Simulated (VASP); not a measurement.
LiH: relaxation of cell and atoms with PBE

Crystal: LiH.

```
Li H
1.0
     2.50628    0.00000    0.00000
     0.00000    2.50628    0.00000
     0.00000    0.00000    2.50628
Li H
1 1
Direct
  0.50000 0.50000 0.50000
  0.00000 0.00000 0.00000
```

```
Program                : VASP 6.6.1
Task                   : relaxation of cell and atoms
Functional             : PBE
Potentials or basis    : VASP PAW PBE potentials, release 64 (Li_sv, H)
Cutoff                 : 600 eV
k mesh                 : 12 × 12 × 12
Occupations            : gaussian, width 0.02 eV
Spin                   : no spin polarisation
Dipole correction      : no
Further INCAR settings : ALGO = Normal; EDIFF = 1e-06; IBRION = 2; EDIFFG = -0.01; NSW = 100; ISIF = 3
```

* Pressure after relaxing: -0.2 GPa
* Band gap on the k mesh: 0.73 eV, indirect (least direct gap 4.21 eV)

Final structure:
```
Li H
1.0
     2.50628    0.00000    0.00000
     0.00000    2.50628    0.00000
     0.00000    0.00000    2.50628
Li H
1 1
Direct
  0.50000 0.50000 0.50000
  0.00000 0.00000 0.00000
```

Levels at points of the mesh, in eV from the valence-band top:
```csv
k point,band 1,band 2,band 3,band 4,band 5,band 6
"(0.00, 0.00, 0.00)",-48.11,-8.80,11.94,11.94,11.94,12.50
"(0.50, 0.00, 0.00)",-48.05,-6.56,0.73,11.39,16.21,16.21
"(0.50, 0.50, 0.00)",-48.01,-2.66,1.55,1.55,9.08,19.41
"(0.50, 0.50, 0.50)",-47.96,0.00,6.41,6.41,6.41,8.76
```

It took 13 s on 1 thread of AMD EPYC 7R13, on a shared host, peak memory 0.09 GiB.

Caveat: the cutoff is under 1.25 times the usual one of these potentials, so pressure, stress and relaxed cells hold a basis-set (Pulay) error; the relaxation stopped at its first step, so nothing moved. A k mesh can miss the band edges.
